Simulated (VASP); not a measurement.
# Hg (Fd-3m) in VASP: further runs

Runs on Hg. Level: LDA. Tasks: relaxation of cell and atoms.

All numbers are computed with VASP 6.6.1; they aren't measurements. Logs are shortened: lines on timing, memory, paths and dates and some standing lists are left out, and cuts for length are marked.

### Step 1. The cell of the first run

It takes space group Fd-3m (No. 227, cubic). Conventional cell: a = 5.742 Å, b = 5.742 Å, c = 5.742 Å, α = 90.00°, β = 90.00°, γ = 90.00°. Within 3.3 Å of Hg (site symmetry -43m) lie 4 Hg at 2.49 Å.

### Step 2. Relaxation of cell and atoms, LDA, target pressure 9.5 GPa, at which the enthalpy is minimised

File INCAR:

```
PREC = Accurate
ENCUT = 600
EDIFF = 1E-6
ISMEAR = -1
SIGMA = 0.1
LREAL = F
LASPH = T
NELM = 80
ALGO = Normal
ISIF = 3
LWAVE = F
LCHARG = F
GGA = CA
IBRION = 2
NSW = 60
EDIFFG = -0.005
PSTRESS = 95.0
```

File KPOINTS:

```
regular mesh
0
Gamma
  11 11 11
```

File POSCAR:

```
Hg
1.0
    0.0000000000      2.8708218357      2.8708218357
    2.8708218357      0.0000000000      2.8708218357
    2.8708218357      2.8708218357      0.0000000000
Hg
2
Direct
   -0.1250000000     -0.1250000000     -0.1250000000
    0.1250000000      0.1250000000      0.1250000000
```

Potentials or basis: VASP PAW LDA potentials, release 64 (Hg).

Launch:

```sh
$ cat potpaw_LDA.64/Hg/POTCAR > POTCAR
$ mpirun -np 1 vasp_std > vasp.out
```

OUTCAR:

```text
PREC = Accurate
   ENCUT = 600
   EDIFF = 1E-6
   ISMEAR = -1
   LREAL = F
   LASPH = T
   NELM = 80
   ISIF = 3
   GGA = CA
   IBRION = 2
   NSW = 60
   EDIFFG = -0.005
   PSTRESS = 95.0

 ion  position               nearest neighbor table
   1  0.875  0.875  0.875-   2 2.49   2 2.49   2 2.49   2 2.49
   2  0.125  0.125  0.125-   1 2.49   1 2.49   1 2.49   1 2.49

  LATTYP: Found a face centered cubic cell.
 ALAT       =     5.7416436714

  Lattice vectors:

 A1 = (   0.0000000000,   2.8708218357,   2.8708218357)
 A2 = (   2.8708218357,   0.0000000000,   2.8708218357)
 A3 = (   2.8708218357,   2.8708218357,   0.0000000000)

Analysis of symmetry for initial positions (statically):
=====================================================================
 Subroutine PRICEL returns:
 Original cell was already a primitive cell.

 Routine SETGRP: Setting up the symmetry group for a
 face centered cubic supercell.

 Subroutine GETGRP returns: Found 48 space group operations
 (whereof 12 operations were pure point group operations)
 out of a pool of 48 trial point group operations.

The static configuration has the point symmetry D_3d.
 The point group associated with its full space group is O_h .

Analysis of symmetry for dynamics (positions and initial velocities):
=====================================================================
 Subroutine PRICEL returns:
 Original cell was already a primitive cell.

 Routine SETGRP: Setting up the symmetry group for a
 face centered cubic supercell.

 Subroutine GETGRP returns: Found 48 space group operations
 (whereof 12 operations were pure point group operations)
 out of a pool of 48 trial point group operations.

The dynamic configuration has the point symmetry D_3d.
 The point group associated with its full space group is O_h .

 Subroutine INISYM returns: Found 48 space group operations
 (whereof 12 operations are pure point group operations),
 and found     1 'primitive' translations

----------------------------------------------------------------------------------------

                                     Primitive cell

  volume of cell :      47.3204

  direct lattice vectors                    reciprocal lattice vectors
     0.000000000  2.870821836  2.870821836    -0.174166155  0.174166155  0.174166155
     2.870821836  0.000000000  2.870821836     0.174166155 -0.174166155  0.174166155
     2.870821836  2.870821836  0.000000000     0.174166155  0.174166155 -0.174166155

  length of vectors
     4.059955175  4.059955175  4.059955175     0.301664629  0.301664629  0.301664629

  position of ions in fractional coordinates (direct lattice)
     0.875000000  0.875000000  0.875000000
     0.125000000  0.125000000  0.125000000

  ion indices of the primitive-cell ions
   primitive index   ion index
                 1           1
                 2           2

----------------------------------------------------------------------------------------

 KPOINTS: regular mesh

Automatic generation of k-mesh.
 Grid dimensions read from file:
 generate k-points for:   11   11   11

 Generating k-lattice:

  Cartesian coordinates                     Fractional coordinates (reciprocal lattice)
    -0.015833287  0.015833287  0.015833287     0.090909091  0.000000000  0.000000000
     0.015833287 -0.015833287  0.015833287     0.000000000  0.090909091  0.000000000
     0.015833287  0.015833287 -0.015833287     0.000000000  0.000000000  0.090909091

  Length of vectors
     0.027424057  0.027424057  0.027424057

  Shift w.r.t. Gamma in fractional coordinates (k-lattice)
     0.000000000  0.000000000  0.000000000

 Subroutine IBZKPT returns following result:
 ===========================================

 Found     56 irreducible k-points:

 Following reciprocal coordinates:
            Coordinates               Weight
  0.000000  0.000000  0.000000      1.000000
  0.090909  0.000000  0.000000      8.000000
  0.181818  0.000000  0.000000      8.000000
  0.272727  0.000000  0.000000      8.000000
  0.363636  0.000000  0.000000      8.000000
  0.454545  0.000000  0.000000      8.000000
[... 16 lines left out ...]
 -0.272727  0.181818  0.000000     24.000000
 -0.181818  0.181818  0.000000     12.000000
 [... further k-points ...]
   k-points           NKPTS =     56   k-points in BZ     NKDIM =     56   number of bands    NBANDS=     16
   number of dos      NEDOS =    301   number of ions     NIONS =      2
   total plane-waves  NPLWV =  32768
   dimension x,y,z NGX =    32 NGY =   32 NGZ =   32
   dimension x,y,z NGXF=    64 NGYF=   64 NGZF=   64
   ions per type =               2
   NGX,Y,Z   is equivalent  to a cutoff of  13.10, 13.10, 13.10 a.u.
   NGXF,Y,Z  is equivalent  to a cutoff of  26.21, 26.21, 26.21 a.u.
 SYSTEM =  unknown system
   PREC   = accura    normal or accurate (medium, high low for compatibility)
   ISTART =      0    job   : 0-new  1-cont  2-samecut
   ICHARG =      2    charge: 1-file 2-atom 10-const
   ISPIN  =      1    spin polarized calculation?
   LNONCOLLINEAR =      F non collinear calculations
   LSORBIT =      F    spin-orbit coupling
   LASPH  =      T    aspherical Exc in radial PAW
   ENCUT  =  600.0 eV  44.10 Ry    6.64 a.u.   8.11  8.11  8.11*2*pi/ulx,y,z
   NELM   =     80;   NELMIN=  2; NELMDL= -5     # of ELM steps
   EDIFF  = 0.1E-05   stopping-criterion for ELM
   LREAL  =      F    real-space projection
   EDIFFG = -.5E-02   stopping-criterion for IOM
   NSW    =     60    number of steps for IOM
   IBRION =      2    ionic relax: 0-MD 1-quasi-New 2-CG
   NFREE  =      1    steps in history (QN), initial steepest desc. (CG)
   ISIF   =      3    stress and relaxation
   ISYM   =      2    0-nonsym 1-usesym 2-fastsym
   POTIM  = 0.5000    time-step for ionic-motion
   TEBEG  =    0.0;   TEEND  =   0.0 temperature during run
   PSTRESS=   95.0 pullay stress
   NELECT =      24.0000    total number of electrons
   NUPDOWN=      -1.0000    fix difference up-down
   EMIN   =  10.00;   EMAX   =-10.00  energy-range for DOS
   EFERMI =   0.00;   METHOD = LEGACY
   ISMEAR =    -1;   SIGMA  =   0.10  broadening in eV -4-tet -1-fermi 0-gaus
   EFERMI_NEDOS =   21; number of points for ismear=-14 and -15
   IALGO  =     38    algorithm
   IMIX   =      4    mixing-type and parameters
     AMIX     =   0.40;   BMIX     =  1.00
     AMIX_MAG =   1.60;   BMIX_MAG =  1.00
  volume/ion in A,a.u.               =      23.66       159.67
  Fermi-wavevector in a.u.,A,eV,Ry     =   1.305557  2.467144 23.190828  1.704478
  Thomas-Fermi vector in A             =   2.436418
   LORBIT       =      0    0 simple, 1 ext, 2 COOP (PROOUT), +10 PAW based schemes
   GGA     = CA    functional components
   LHFCALC =     F    Hartree Fock is set to
   AEXX    =    0.0000 exact exchange contribution
   IVDW    =     0    specifies the selected vdW correction
   LEPSILON=     F    determine dielectric tensor
   LRPA    =     F    only Hartree local field effects (RPA)
 conjugate gradient relaxation of ions
 non-spin polarized calculation
  energy-cutoff  :      600.00
  volume of cell :       47.32
 maximum number of plane-waves:      1596
   NGX = 17   NGY = 17   NGZ = 17

--------------------------------------- Ionic step        1  -------------------------------------------

 number of electron      24.0000002 magnetization

 Free energy of the ion-electron system (eV)
  ---------------------------------------------------
  ext. energy  EPLUGINS =         0.00000000
  ---------------------------------------------------
  free energy    TOTEN  =        -0.09060346 eV

  energy without entropy =       -0.07045263  energy(sigma->0) =       -0.08052805

 E-fermi :   3.0135     XC(G=0): -10.8601

 val. band max:        2.9291174443   @ k =  -0.2727   0.2727   0.0000
 cond. band min:       3.0350075018   @ k =   0.3636   0.2727   0.0000
 fundamental gap:      0.1058900575
 Fermi energy:         3.0135406852

 k-point     1 :       0.0000    0.0000    0.0000
  band No.  band energies     occupation
      1      -7.2370      2.00000
      2      -6.3493      2.00000
      3      -6.3493      2.00000
      4      -6.3493      2.00000
      5      -6.3045      2.00000
      6      -6.3045      2.00000
[... 8 lines left out ...]
     15      10.5864      0.00000
     16      11.0782      0.00000
[... 580 lines left out ...]
  FREE ENERGIE OF THE ION-ELECTRON SYSTEM (eV)
  ---------------------------------------------------
  free  energy   TOTEN  =        -1.1226700128 eV

  energy  without entropy=       -1.0922724699  energy(sigma->0) =       -1.10747124

  enthalpy is  TOTEN    =         2.2157516897 eV   P V=        3.3384217025

--------------------------------------- Ionic step        5  -------------------------------------------

 number of electron      24.0000005 magnetization

 Free energy of the ion-electron system (eV)
  ---------------------------------------------------
  ext. energy  EPLUGINS =         0.00000000
  ---------------------------------------------------
  free energy    TOTEN  =        -1.10983346 eV

  energy without entropy =       -1.07967626  energy(sigma->0) =       -1.09475486

 E-fermi :   1.7451     XC(G=0):  -9.9946

 val. band max:        1.7427753253   @ k =   0.2727   0.0000   0.0000
 cond. band min:       1.7510178882   @ k =   0.3636   0.1818   0.0909
 fundamental gap:      0.0082425629
 Fermi energy:         1.7451136744

 k-point     1 :       0.0000    0.0000    0.0000
  band No.  band energies     occupation
      1      -7.3003      2.00000
      2      -6.7739      2.00000
      3      -6.7739      2.00000
      4      -6.7739      2.00000
      5      -6.6954      2.00000
      6      -6.6954      2.00000
[... 8 lines left out ...]
     15       8.1312      0.00000
     16       9.3431      0.00000
[... 459 lines left out ...]
 POSITION                                       TOTAL-FORCE (eV/Angst)
 -----------------------------------------------------------------------------------
      5.31665      5.31665      5.31665        -0.000000      0.000000      0.000000
      0.75952      0.75952      0.75952         0.000000     -0.000000     -0.000000
 -----------------------------------------------------------------------------------
    total drift:                                0.000000      0.000000     -0.000000

  FREE ENERGIE OF THE ION-ELECTRON SYSTEM (eV)
  ---------------------------------------------------
  free  energy   TOTEN  =        -1.1098334560 eV

  energy  without entropy=       -1.0796762649  energy(sigma->0) =       -1.09475486

  enthalpy is  TOTEN    =         2.2155687829 eV   P V=        3.3254022389

 reached required accuracy - stopping structural energy minimisation
```

Run time: 2.3 min. Hardware: 1 thread of Intel Xeon 6975P-C (Granite Rapids), shared host; peak memory 0.18 GiB.

Results:

```
Free energy                                                : -1.1098 eV
Relaxed volume                                             : 28.04 Å³/atom
Relaxed cell                                               : a = 4.297 Å, b = 4.297 Å, c = 4.297 Å, α = 60.00°, β = 60.00°, γ = 60.00°
Space group after relaxing (to 0.1 Å)                      : Fd-3m (No. 227)
Energy change on relaxing (the run minimises the enthalpy) : -509.6 meV/atom
Ionic steps                                                : 5
Pressure after relaxing                                    : 9.5 GPa
Band gap on the k mesh                                     : zero (bands 12 and 13 overlap by 6.01 eV)
```

Step by step:
```tsv
step	energy change (eV)	largest force (eV/Å)	pressure (GPa)	volume (Å³)
1	0.0000	0.0000	31.25	47.32
2	-1.2751	0.0000	-1.39	72.91
3	-1.0599	0.0000	8.55	56.80
4	-1.0321	0.0000	9.20	56.30
5	-1.0192	0.0000	9.52	56.08
```

Final structure:
```
CELL_PARAMETERS angstrom
0.00000 3.03809 3.03809
3.03809 0.00000 3.03809
3.03809 3.03809 0.00000
ATOMIC_POSITIONS crystal
Hg 0.87500 0.87500 0.87500
Hg 0.12500 0.12500 0.12500
```

Caveat: the cell is relaxed towards a set pressure, so the run minimises the enthalpy, not the energy; the volume moved by over 15 % at a fixed basis, so the end points are rough; spin-orbit coupling is left out, which moves the levels of the heavy elements.

### Step 3. Relaxation of cell and atoms, LDA, target pressure 9.5 GPa, at which the enthalpy is minimised

This run uses another cell than the first one, of 27.63 Å³/atom.

File INCAR:

```
  PREC = Accurate
  ENCUT = 600
  EDIFF = 1E-6
  ISMEAR = -1
  SIGMA = 0.1
  LREAL = False
  LASPH = True
  NELM = 100
  ALGO = Normal
  ISIF = 3
  LWAVE = False
  LCHARG = False
  IBRION = 2
  NSW = 32
  EDIFFG = -0.005
  PSTRESS = 95.0
```

KPOINTS is that of step 2.

File POSCAR:

```
Hg
1.0
    0.0000000000      3.0229998302      3.0229998302
    3.0229998302      0.0000000000      3.0229998302
    3.0229998302      3.0229998302      0.0000000000
Hg
2
Direct
   -0.1250000000     -0.1250000000     -0.1250000000
    0.1250000000      0.1250000000      0.1250000000
```

Potentials or basis: VASP PAW LDA potentials, release 64 (Hg).

Launch:

```sh
$ cat potpaw_LDA.64/Hg/POTCAR > POTCAR
$ mpirun -np 1 vasp_std > vasp.out
```

It took 1.9 min on 1 thread of Intel Xeon 6975P-C (Granite Rapids), shared host; peak memory 0.19 GiB.

Results (log left out):

```
Free energy                                                : -1.1168 eV
Relaxed volume                                             : 28.07 Å³/atom
Relaxed cell                                               : a = 4.298 Å, b = 4.298 Å, c = 4.298 Å, α = 60.00°, β = 60.00°, γ = 60.00°
Space group after relaxing (to 0.1 Å)                      : Fd-3m (No. 227)
Energy change on relaxing (the run minimises the enthalpy) : -28.3 meV/atom
Ionic steps                                                : 3
Pressure after relaxing                                    : 9.5 GPa
Band gap on the k mesh                                     : zero (bands 12 and 13 overlap by 5.99 eV)
```

Step by step:
| step | energy change (eV) | largest force (eV/Å) | pressure (GPa) | volume (Å³) |
| --- | --- | --- | --- | --- |
| 1 | 0.0000 | 0.0000 | 10.80 | 55.25 |
| 2 | -0.1072 | 0.0000 | 8.24 | 57.06 |
| 3 | -0.0567 | 0.0000 | 9.49 | 56.15 |

Final structure:
```
Hg
1.0
     0.00000    3.03923    3.03923
     3.03923    0.00000    3.03923
     3.03923    3.03923    0.00000
Hg
2
Direct
  0.87500 0.87500 0.87500
  0.12500 0.12500 0.12500
```

Levels at points of the mesh, in eV from the Fermi level:
| k point | band 9 | band 10 | band 11 | band 12 | band 13 | band 14 | band 15 | band 16 |
| --- | --- | --- | --- | --- | --- | --- | --- | --- |
| (0.00, 0.00, 0.00) | -6.78 | -6.09 | -6.09 | 5.40 | 6.38 | 6.38 | 6.38 | 7.48 |

Caveat: the cell is relaxed towards a set pressure, so the run minimises the enthalpy, not the energy; spin-orbit coupling is left out, which moves the levels of the heavy elements.
